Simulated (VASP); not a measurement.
# Ir (P-1) in VASP: single point with LDA

Aim: the single point of Ir with LDA.

Program: VASP 6.6.1. These are calculated values, not measurements. Logs are shortened: lines on timing, memory, paths and dates and some standing lists are left out, and cuts for length are marked.

### 1 The cell of the first run

The typed cell holds 1 atom: a = 2.629 Å, b = 2.399 Å, c = 2.707 Å, α = 65.56°, β = 68.18°, γ = 64.75°.

### 2 Single point, LDA (engineering shear strain xz -0.2200, engineering shear strain yz -0.0550)

INCAR

```
SYSTEM = Ir
ALGO = Fast
EDIFF = 1E-6
ENCUT = 520
GGA = CA
ISIF = 2
ISMEAR = 0
LASPH = .True.
LCHARG = .False.
LREAL = .False.
LWAVE = .False.
NBANDS = 10
NELM = 60
PREC = Accurate
SIGMA = 0.15
```

KPOINTS

```
k-points
0
Gamma
  20 20 20
  0 0 0
```

POSCAR

```
Ir
1.0
   -0.2095945338      1.8530062193      1.8530062193
    1.6958103189     -0.0523986334      1.6958103189
    1.9054048527      1.9054048527     -0.2619931672
Ir
1
Direct
    0.0000000000      0.0000000000      0.0000000000
```

Potentials or basis: VASP PAW LDA potentials, release 64 (Ir).

Launch:

```bash
cat potpaw_LDA.64/Ir/POTCAR > POTCAR
mpirun -np 1 vasp_std > vasp.out
```

OUTCAR:

```text
SYSTEM = Ir
   EDIFF = 1E-6
   ENCUT = 520
   GGA = CA
   ISIF = 2
   ISMEAR = 0
   LASPH = .True.
   LREAL = .False.
   NELM = 60
   PREC = Accurate

 ion  position               nearest neighbor table
   1  0.000  0.000  0.000-

  LATTYP: Found a triclinic cell.
 ALAT       =     4.2479552564
 B/A-ratio  =     0.5646976399
 C/A-ratio  =     0.7042258149
 COS(alpha) =     0.0003826063
 COS(beta)  =     0.3358595371
 COS(gamma) =     0.8286632183

  Lattice vectors:

 A1 = (  -1.4862157851,  -1.8006075859,  -3.5488165382)
 A2 = (  -1.6958103189,   0.0523986334,  -1.6958103189)
 A3 = (   2.1149993865,   0.0523986334,  -2.1149993865)

Analysis of symmetry for initial positions (statically):
=====================================================================
 Subroutine PRICEL returns:
 Original cell was already a primitive cell.

 Routine SETGRP: Setting up the symmetry group for a
 triclinic supercell.

 Subroutine GETGRP returns: Found  2 space group operations
 (whereof  2 operations were pure point group operations)
 out of a pool of  2 trial point group operations.

The static configuration has the point symmetry S_2 .

Analysis of symmetry for dynamics (positions and initial velocities):
=====================================================================
 Subroutine PRICEL returns:
 Original cell was already a primitive cell.

 Routine SETGRP: Setting up the symmetry group for a
 triclinic supercell.

 Subroutine GETGRP returns: Found  2 space group operations
 (whereof  2 operations were pure point group operations)
 out of a pool of  2 trial point group operations.

The dynamic configuration has the point symmetry S_2 .

 Subroutine INISYM returns: Found  2 space group operations
 (whereof  2 operations are pure point group operations),
 and found     1 'primitive' translations

----------------------------------------------------------------------------------------

                                     Primitive cell

  volume of cell :      13.6575

  direct lattice vectors                    reciprocal lattice vectors
    -0.209594534  1.853006219  1.853006219    -0.235582633  0.269118621  0.243898096
     1.695810319 -0.052398633  1.695810319     0.294065010 -0.254498027  0.287759879
     1.905404853  1.905404853 -0.261993167     0.237190898  0.256106292 -0.229277502

  length of vectors
     2.628914979  2.398810308  2.707355855     0.432909102  0.483786341  0.417633964

  position of ions in fractional coordinates (direct lattice)
     0.000000000  0.000000000  0.000000000

  ion indices of the primitive-cell ions
   primitive index   ion index
                 1           1

----------------------------------------------------------------------------------------

 KPOINTS: k-points

Automatic generation of k-mesh.
 Grid dimensions read from file:
 generate k-points for:   20   20   20

 Generating k-lattice:

  Cartesian coordinates                     Fractional coordinates (reciprocal lattice)
    -0.011779132  0.013455931  0.012194905     0.050000000  0.000000000  0.000000000
     0.014703251 -0.012724901  0.014387994     0.000000000  0.050000000  0.000000000
     0.011859545  0.012805315 -0.011463875     0.000000000  0.000000000  0.050000000

  Length of vectors
     0.021645455  0.024189317  0.020881698

  Shift w.r.t. Gamma in fractional coordinates (k-lattice)
     0.000000000  0.000000000  0.000000000

 Subroutine IBZKPT returns following result:
 ===========================================

 Found   4004 irreducible k-points:

 Following reciprocal coordinates:
            Coordinates               Weight
  0.000000  0.000000  0.000000      1.000000
  0.050000  0.000000 -0.000000      2.000000
  0.100000  0.000000 -0.000000      2.000000
  0.150000 -0.000000 -0.000000      2.000000
  0.200000  0.000000 -0.000000      2.000000
  0.250000  0.000000 -0.000000      2.000000
[... 16 lines left out ...]
 -0.450000  0.050000  0.000000      2.000000
 -0.400000  0.050000 -0.000000      2.000000
 [... further k-points ...]
   k-points           NKPTS =   4004   k-points in BZ     NKDIM =   4004   number of bands    NBANDS=     10
   number of dos      NEDOS =    301   number of ions     NIONS =      1
   total plane-waves  NPLWV =   7200
   dimension x,y,z NGX =    20 NGY =   18 NGZ =   20
   dimension x,y,z NGXF=    40 NGYF=   36 NGZF=   40
   ions per type =               1
   NGX,Y,Z   is equivalent  to a cutoff of  12.65, 12.47, 12.28 a.u.
   NGXF,Y,Z  is equivalent  to a cutoff of  25.29, 24.95, 24.56 a.u.
 SYSTEM =  Ir
   PREC   = accura    normal or accurate (medium, high low for compatibility)
   ISTART =      0    job   : 0-new  1-cont  2-samecut
   ICHARG =      2    charge: 1-file 2-atom 10-const
   ISPIN  =      1    spin polarized calculation?
   LNONCOLLINEAR =      F non collinear calculations
   LSORBIT =      F    spin-orbit coupling
   LASPH  =      T    aspherical Exc in radial PAW
   ENCUT  =  520.0 eV  38.22 Ry    6.18 a.u.   4.89  4.46  5.03*2*pi/ulx,y,z
   NELM   =     60;   NELMIN=  2; NELMDL= -5     # of ELM steps
   EDIFF  = 0.1E-05   stopping-criterion for ELM
   LREAL  =      F    real-space projection
   EDIFFG = 0.1E-04   stopping-criterion for IOM
   NSW    =      0    number of steps for IOM
   IBRION =     -1    ionic relax: 0-MD 1-quasi-New 2-CG
   NFREE  =      0    steps in history (QN), initial steepest desc. (CG)
   ISIF   =      2    stress and relaxation
   ISYM   =      2    0-nonsym 1-usesym 2-fastsym
   POTIM  = 0.5000    time-step for ionic-motion
   TEBEG  =    0.0;   TEEND  =   0.0 temperature during run
   PSTRESS=    0.0 pullay stress
   NELECT =       9.0000    total number of electrons
   NUPDOWN=      -1.0000    fix difference up-down
   EMIN   =  10.00;   EMAX   =-10.00  energy-range for DOS
   EFERMI =   0.00;   METHOD = LEGACY
   ISMEAR =     0;   SIGMA  =   0.15  broadening in eV -4-tet -1-fermi 0-gaus
   EFERMI_NEDOS =   21; number of points for ismear=-14 and -15
   IALGO  =     68    algorithm
   IMIX   =      4    mixing-type and parameters
     AMIX     =   0.40;   BMIX     =  1.00
     AMIX_MAG =   1.60;   BMIX_MAG =  1.00
  volume/ion in A,a.u.               =      13.66        92.17
  Fermi-wavevector in a.u.,A,eV,Ry     =   1.424617  2.692137 27.613500  2.029535
  Thomas-Fermi vector in A             =   2.545089
   LORBIT       =      0    0 simple, 1 ext, 2 COOP (PROOUT), +10 PAW based schemes
   GGA     = CA    functional components
   LHFCALC =     F    Hartree Fock is set to
   AEXX    =    0.0000 exact exchange contribution
   IVDW    =     0    specifies the selected vdW correction
   LEPSILON=     F    determine dielectric tensor
   LRPA    =     F    only Hartree local field effects (RPA)
 non-spin polarized calculation
 RMM-DIIS sequential band-by-band and
 Gauss-broadening in eV      SIGMA  =   0.15
  energy-cutoff  :      520.00
  volume of cell :       13.66
 maximum number of plane-waves:       383
   NGX =  9   NGY =  9   NGZ = 11

 number of electron       9.0000000 magnetization

 Free energy of the ion-electron system (eV)
  ---------------------------------------------------
  ext. energy  EPLUGINS =         0.00000000
  ---------------------------------------------------
  free energy    TOTEN  =        -9.65958921 eV

  energy without entropy =       -9.64572608  energy(sigma->0) =       -9.65265764

 E-fermi :  10.7806     XC(G=0): -14.2993

 val. band max:       10.7801341046   @ k =   0.3500   0.2000   0.5000
 cond. band min:      10.7812233651   @ k =   0.1500  -0.1500   0.1500
 fundamental gap:      0.0010892605
 Fermi energy:        10.7806418863

 k-point     1 :       0.0000    0.0000    0.0000
  band No.  band energies     occupation
      1      -0.5239      2.00000
      2       5.1541      2.00000
      3       5.4521      2.00000
      4       8.9099      2.00000
      5      10.3538      1.99994
      6      10.3583      1.99993
      7      24.7032      0.00000
      8      27.9424      0.00000
      9      31.6323      0.00000
     10      35.5274      0.00000

 k-point     2 :       0.0500    0.0000   -0.0000
  band No.  band energies     occupation
      1      -0.4223      2.00000
      2       5.1844      2.00000
      3       5.4295      2.00000
      4       8.9592      2.00000
      5      10.3041      1.99999
      6      10.3418      1.99996
      7      24.8722      0.00000
      8      27.8249      0.00000
      9      31.4711      0.00000
     10      35.6033      0.00000

 k-point     3 :       0.1000    0.0000   -0.0000
  band No.  band energies     occupation
      1      -0.1283      2.00000
      2       5.2446      2.00000
      3       5.3982      2.00000
      4       9.0942      2.00000
      5      10.1622      2.00000
      6      10.3204      1.99999
      7      25.3381      0.00000
      8      27.3409      0.00000
      9      31.4164      0.00000
     10      35.9475      0.00000

 k-point     4 :       0.1500   -0.0000   -0.0000
  band No.  band energies     occupation
      1       0.3230      2.00000
      2       5.2135      2.00000
      3       5.5005      2.00000
      4       9.2626      2.00000
      5       9.9847      2.00000
      6      10.3460      1.99996
      7      25.8627      0.00000
      8      26.5349      0.00000
      9      31.8735      0.00000
     10      36.5399      0.00000

 k-point     5 :       0.2000    0.0000   -0.0000
  band No.  band energies     occupation
      1       0.8636      2.00000
      2       5.1612      2.00000
      3       5.7079      2.00000
      4       9.3622      2.00000
      5       9.8379      2.00000
      6      10.5209      1.98565
      7      24.9935      0.00000
      8      26.8203      0.00000
      9      32.7144      0.00000
     10      35.7545      0.00000

 k-point     6 :       0.2500    0.0000   -0.0000
  band No.  band energies     occupation
      1       1.3870      2.00000
      2       5.1669      2.00000
      3       6.0120      2.00000
      4       9.3411      2.00000
      5       9.7793      2.00000
      6      10.8875      0.31385
      7      23.5866      0.00000
      8      27.1819      0.00000
      9      33.6363      0.00000
     10      34.7134      0.00000
[... 183 lines left out ...]
 k-point    21 :       0.4500    0.0500   -0.0000
  band No.  band energies     occupation
      1       2.2443      2.00000
      2       5.2524      2.00000
      3       8.5214      2.00000
      4       8.9200      2.00000
      5      10.2018      2.00000
      6      12.7433      0.00000
      7      18.4783      0.00000
      8      26.0153      0.00000
      9      30.3617      0.00000
     10      34.9210      0.00000

 k-point    22 :       0.5000    0.0500   -0.0000
  band No.  band energies     occupation
      1       2.2458      2.00000
      2       5.2540      2.00000
      3       8.7848      2.00000
      4       9.0683      2.00000
      5      10.3192      1.99999
      6      12.9847      0.00000
      7      17.7950      0.00000
      8      25.7901      0.00000
      9      30.0489      0.00000
     10      34.4768      0.00000

 k-point    23 :      -0.4500    0.0500    0.0000
  band No.  band energies     occupation
      1       2.2412      2.00000
      2       5.2782      2.00000
      3       8.7012      2.00000
      4       8.9505      2.00000
      5      10.4261      1.99917
      6      12.9385      0.00000
      7      17.9106      0.00000
      8      25.8474      0.00000
      9      30.1239      0.00000
     10      34.5114      0.00000

 k-point    24 :      -0.4000    0.0500   -0.0000
  band No.  band energies     occupation
      1       2.2278      2.00000
      2       5.3166      2.00000
      3       8.1510      2.00000
      4       8.9030      2.00000
      5      10.3113      1.99999
      6      12.6648      0.00000
      7      18.7859      0.00000
      8      26.1732      0.00000
      9      30.5837      0.00000
     10      35.0216      0.00000

 [... further k-points ...]
[... 5 lines left out ...]
  --------------------------------------------------------------------------------------
  -------------------------------------------------------------------------------------
  Total        3.7222449      0.3112812      3.9250052      0.0372691      1.1266180      5.3188616
  in kB      436.6599200     36.5166762    460.4459128      4.3720675    132.1645814    623.9604641
  external PRESSURE =     311.2075030 kB  Pullay stress =       0.0000000 kB

 VOLUME and BASIS-vectors are now :
 -----------------------------------------------------------------------------
  energy-cutoff  :      520.00
  volume of cell :       13.66
      direct lattice vectors                 reciprocal lattice vectors
    -0.209594534  1.853006219  1.853006219    -0.235582633  0.269118621  0.243898096
     1.695810319 -0.052398633  1.695810319     0.294065010 -0.254498027  0.287759879
     1.905404853  1.905404853 -0.261993167     0.237190898  0.256106292 -0.229277502

 POSITION                                       TOTAL-FORCE (eV/Angst)
 -----------------------------------------------------------------------------------
      0.00000      0.00000      0.00000         0.000000     -0.000000     -0.000000
 -----------------------------------------------------------------------------------
    total drift:                                0.000000      0.000000     -0.000000

  FREE ENERGIE OF THE ION-ELECTRON SYSTEM (eV)
  ---------------------------------------------------
  free  energy   TOTEN  =        -9.6595892066 eV

  energy  without entropy=       -9.6457260757  energy(sigma->0) =       -9.65265764
```

It took 5.7 min on 1 thread of Intel Xeon 6975P-C, shared host; peak memory 0.65 GiB.

Results:

```
Free energy : -9.6596 eV
Pressure    : 31.1 GPa
```

Stress tensor (GPa, compression positive):
```
43.67  0.44 62.40
 0.44  3.65 13.22
62.40 13.22 46.04
```

Caveat: the cell differs from its parent crystal (engineering shear strain xz -0.2200, engineering shear strain yz -0.0550); spin-orbit coupling is left out, which moves the levels of the heavy elements.
